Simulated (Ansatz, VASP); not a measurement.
**Two plane-wave programs on Cu2Ge3Mo**

```
CELL_PARAMETERS angstrom
3.59725 0.00000 0.00000
0.00000 3.59725 0.00000
0.00000 0.00000 7.92507
ATOMIC_POSITIONS crystal
Cu 0.00000 0.50000 0.73150
Cu 0.50000 0.00000 0.26850
Ge 0.00000 0.50000 0.38350
Ge 0.50000 0.00000 0.61650
Ge 0.50000 0.50000 0.00000
Mo 0.00000 0.00000 0.00000
```

Change from the starting cell: species swapped into the Ti2CuSb3 type (P-4m2, No. 115).

Alike in both runs: task single point; functional PBE; k mesh 6 × 6 × 2; occupations gaussian, width 0.1 eV; no spin polarisation.

|  | VASP | Ansatz |
| --- | --- | --- |
| version | VASP 6.6.1 | Ansatz 0.2.0 |
| potentials or method | VASP PAW PBE potentials, release 64 (Cu, Ge_d, Mo_sv), cutoff 600 eV | scalar-relativistic, plane waves, PAW |
| valence electrons in the cell | 78 | 94 |

VASP gave:

| Property | Result |
| --- | --- |
| gap on the k mesh at the Fermi level (eV) | none |
| pressure (GPa) | -6.1 |
| traceless stress, the component that is largest in VASP (GPa) | -0.87 |
| rms of the force components (eV/Å) | 0.144 |

Problem. Which values does Ansatz return?

Solution. gap on the k mesh at the Fermi level (eV): none; pressure (GPa): -6.4; traceless stress, the component that is largest in VASP (GPa): -0.85; rms of the force components (eV/Å): 0.145.

Atom by atom the forces differ by 0.001 eV/Å (rms over components). A gap of «none» marks a metal or a gap that the smearing closes. VASP's potentials hold 78 valence electrons a cell and Ansatz's 94, so a difference there can come from the potentials and not from the codes.

The k mesh is coarse, so the values compare programs but aren't converged.
